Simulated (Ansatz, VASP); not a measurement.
## Two plane-wave programs on Zr2HS4

The input INCAR:

```
ALGO = Normal
DIPOL = 0.5 0.5 0.276
EDIFF = 1E-6
ENCUT = 400
GGA = PE
GGA_COMPAT = F
IDIPOL = 3
ISIF = 2
ISMEAR = 0
IVDW = 12
LASPH = T
LCHARG = T
LDIPOL = T
LELF = T
LREAL = F
LVACPOTAV = T
LVHAR = T
LWAVE = F
NBANDS = 62
NELM = 120
NELMDL = -8
PREC = Accurate
SIGMA = 0.05
```

Contents of KPOINTS:

```
k-points
0
Gamma
  6 6 1
```

File POSCAR:

```
Zr2HS4
1.0
    7.2976778227      0.0000000000      0.0000000000
   -3.6488389114      6.3199743831      0.0000000000
    0.0000000000      0.0000000000     20.9171506047
S Zr H
8 4 2
Direct
    0.3333333333      0.1666666667      0.1912306354
    0.3333333333      0.6666666667      0.1912306354
    0.8333333333      0.1666666667      0.1912306354
    0.8333333333      0.6666666667      0.1912306354
    0.1666666667      0.3333333333      0.3306927762
    0.1666666667      0.8333333333      0.3306927762
    0.6666666667      0.3333333333      0.3306927762
    0.6666666667      0.8333333333      0.3306927762
    0.0000000000      0.0000000000      0.2609617058
    0.0000000000      0.5000000000      0.2609617058
    0.5000000000      0.0000000000      0.2609617058
    0.5000000000      0.5000000000      0.2609617058
    0.2969803379      0.7030196621      0.3675046736
    0.3696863288      0.6303136712      0.3675046736
```

Input for Ansatz:

```yaml
crystal:
  lattice:
    - [7.2976778227, 0.0, 0.0]
    - [-3.6488389114, 6.3199743831, 0.0]
    - [0.0, 0.0, 20.9171506047]
  atoms:
    - { symbol: S, position: [0.3333333333, 0.1666666667, 0.1912306354] }
    - { symbol: S, position: [0.3333333333, 0.6666666667, 0.1912306354] }
    - { symbol: S, position: [0.8333333333, 0.1666666667, 0.1912306354] }
    - { symbol: S, position: [0.8333333333, 0.6666666667, 0.1912306354] }
    - { symbol: Zr, position: [0.0, 0.0, 0.2609617058] }
    - { symbol: Zr, position: [0.0, 0.5, 0.2609617058] }
    - { symbol: Zr, position: [0.5, 0.0, 0.2609617058] }
    - { symbol: Zr, position: [0.5, 0.5, 0.2609617058] }
    - { symbol: S, position: [0.1666666667, 0.3333333333, 0.3306927762] }
    - { symbol: S, position: [0.1666666667, 0.8333333333, 0.3306927762] }
    - { symbol: S, position: [0.6666666667, 0.3333333333, 0.3306927762] }
    - { symbol: S, position: [0.6666666667, 0.8333333333, 0.3306927762] }
    - { symbol: H, position: [0.2969803379, 0.7030196621, 0.3675046736] }
    - { symbol: H, position: [0.3696863288, 0.6303136712, 0.3675046736] }
basis:
  ecutwfc: 420
kpoints:
  mp_grid: { grid: [6, 6, 1] }
hamiltonian:
  xc: pbe
  pseudopotentials: { kind: paw, azcp: { folder: soft_1 } }
  dispersion: d3bj
scf:
  occupations: { method: gaussian, width: 0.05 }
output:
  forces: true
  eigenvalues: true
efield:
  axis: 3
  dipole_correction: true
  ramp_width: 0.04
```

Alike in both runs: task single point; functional PBE; dispersion D3(BJ); k mesh 6 × 6 × 1; occupations gaussian, width 0.05 eV; no spin polarisation.

|  | VASP | Ansatz |
| --- | --- | --- |
| version | VASP 6.6.1 | Ansatz 0.2.0 |
| potentials or method | VASP PAW PBE potentials, release 64 (S, Zr_sv, H), cutoff 400 eV | scalar-relativistic, plane waves, PAW |
| valence electrons in the cell | 98 | 98 |

```csv
,VASP,Ansatz,Ansatz less VASP
gap on the k mesh at the Fermi level (eV),0.58,0.58,+0.001
least direct gap on the mesh (eV),0.58,0.58,+0.001
rms of the force components (eV/Å),0.668,0.673,+0.0057
```
